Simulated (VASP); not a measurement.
Here is a VASP 6.6.1 calculation.

The input INCAR:

```
  PREC = Accurate
  ENCUT = 520
  EDIFF = 1E-6
  ISMEAR = -1
  SIGMA = 0.15
  LREAL = False
  LASPH = True
  NELM = 60
  ALGO = Normal
  ISIF = 2
  LWAVE = False
  LCHARG = False
  GGA = PE
  NBANDS = 29
```

KPOINTS

```
Automatic mesh
0
Gamma
  4 4 4
```

File POSCAR:

```
Sr3Zn
1.0
    4.3949984589      0.0000000000      0.0000000000
    0.0000000000      4.3949984589      0.0000000000
    0.0000000000      0.0000000000      4.3949984589
Sr Zn
3 1
Direct
    0.5000000000      0.0000000000      0.5000000000
    0.5000000000      0.5000000000      0.0000000000
    0.0000000000      0.5000000000      0.5000000000
    0.0000000000      0.0000000000      0.0000000000
```

Potentials or basis: VASP PAW PBE potentials, release 64 (Sr_sv, Zn).

Command:

```console
$ cat potpaw_PBE.64/Sr_sv/POTCAR potpaw_PBE.64/Zn/POTCAR > POTCAR
$ mpirun -np 1 vasp_std > vasp.out
```

Problem. What does it give for the band gap on the k mesh?

Solution. Zero (band 21 reaches 5.23 eV, above the bottom of band 22 at 4.70 eV).

Problem. Predict the pressure.

Solution. 30.5 GPa.
